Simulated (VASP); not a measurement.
Co, 2 atoms in the cell. Symmetry: P6_3/mmc, No. 194, hexagonal system. The conventional cell has a = 2.472 Å, b = 2.472 Å, c = 4.021 Å, α = 90.00°, β = 90.00°, γ = 120.00°. Co (site symmetry -6m2) has 12 Co at 2.47 Å within 3.3 Å. 

```yaml
Program: VASP 6.6.1
Task: single point
Functional: BLYP
Dispersion: D4
Potentials_or_basis: VASP PAW PBE potentials, release 64 (Co)
Cutoff: 520 eV
k_mesh: 12 × 12 × 7
Occupations: fermi-dirac, width 0.05 eV
Spin: collinear spin, ferromagnetic start
Starting_moments: "[2.0, 2.0] μB"
Dipole_correction: no
Further_INCAR_settings: ALGO = Normal; EDIFF = 1e-06; NBANDS = 20
```

Potentials or basis: VASP PAW PBE potentials, release 64 (Co).

Run with:

```sh
$ cat potpaw_PBE.64/Co/POTCAR > POTCAR
$ mpirun -np 1 vasp_std > vasp.out
```

Hardware: 1 thread of Intel(R) Xeon(R) 6975P-C (Granite Rapids) (shared host).

Problem. How long does it take, and how much memory?

Solution. Wall time 30 s on 1 thread of Intel(R) Xeon(R) 6975P-C (Granite Rapids), with other jobs on the host, peak memory 0.16 GiB. Counts: scf iterations 13, k points 76.
